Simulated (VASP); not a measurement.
GdN: single point with PBE

Crystal: GdN.

```
Gd N
1.0
     4.29750    0.00000    0.00000
     0.00000    4.29750    0.00000
     0.00000    0.00000    3.56508
Gd N
2 2
Direct
  0.50000 0.00000 0.24854
  0.00000 0.50000 0.75146
  0.00000 0.00000 0.00000
  0.50000 0.50000 0.00000
```

```yaml
Program: VASP 6.6.1
Task: single point
Functional: PBE
Potentials_or_basis: VASP PAW PBE potentials, release 64 (Gd, N)
Cutoff: 520 eV
k_mesh: 8 × 8 × 8
Occupations: gaussian, width 0.05 eV
Spin: collinear spin, ferromagnetic start
Starting_moments: "[7.0, 7.0, 0.0, 0.0] μB"
```

```
Pressure                                              : 0.2 GPa
Largest force                                         : 0.020 eV/Å
Band gap on the k mesh                                : 0.43 eV (least direct gap 0.68 eV)
Net moment                                            : 14.00 μB per cell
Site moments                                          : Gd +6.77; N -0.03 μB
Valence electrons inside the program's atomic spheres : Gd 15.30; N 3.65
```

Forces on the atoms (eV/Å):
```
Gd   0.000  0.000  0.020
Gd   0.000  0.000 -0.020
N    0.000  0.000  0.000
N    0.000  0.000  0.000
```

Stress tensor (GPa, compression positive):
```
 0.27  0.00  0.00
 0.00  0.27  0.00
 0.00  0.00 -0.01
```

Levels at points of the mesh, in eV from the valence-band top:
Spin up:
```
           k point  band 27  band 28  band 29  band 30  band 31  band 32  band 33  band 34
(0.00, 0.00, 0.00)    -2.29    -1.51    -0.24    -0.24     0.43     1.10     3.01     4.00
(0.50, 0.00, 0.00)    -1.89    -1.89    -1.24    -1.24     1.00     1.00     3.14     3.14
(0.50, 0.50, 0.00)    -1.71    -1.71    -0.31    -0.31     1.10     1.10     1.64     1.64
(0.00, 0.00, 0.50)    -2.97    -2.97    -1.18    -1.18     3.30     3.68     4.07     4.07
(0.50, 0.00, 0.50)    -2.79    -2.79    -1.87    -1.87     3.43     3.43     4.16     4.16
(0.50, 0.50, 0.50)    -2.24    -2.24    -1.39    -1.39     2.34     2.34     3.05     3.05
```
Spin down:
```tsv
k point	band 12	band 13	band 14	band 15	band 16	band 17	band 18	band 19	band 20	band 21
(0.00, 0.00, 0.00)	-1.97	-1.97	-1.43	-0.86	-0.86	0.67	1.42	1.47	1.47	1.53
(0.50, 0.00, 0.00)	-2.89	-1.79	-1.79	-1.65	-1.65	1.20	1.20	1.47	1.47	1.58
(0.50, 0.50, 0.00)	-4.18	-1.92	-1.92	-1.09	-1.09	1.26	1.26	1.64	1.64	1.69
(0.00, 0.00, 0.50)	-3.28	-2.71	-2.71	-1.64	-1.64	1.46	1.49	1.49	1.53	1.67
(0.50, 0.00, 0.50)	-2.93	-2.74	-2.74	-2.18	-2.18	1.49	1.49	1.58	1.58	1.71
(0.50, 0.50, 0.50)	-2.92	-2.35	-2.35	-1.75	-1.75	1.52	1.52	1.56	1.56	1.68
```

Wall time 39 min on 1 thread of AMD EPYC 7R13 Processor (Zen 3) (shared host), peak memory 0.36 GiB.

Caveat: spin-orbit coupling is left out, which moves the levels of the heavy elements; semilocal functionals describe open f shells poorly, which spoils levels, moments and volumes. The state reached can hang on the start; a lower one may exist.
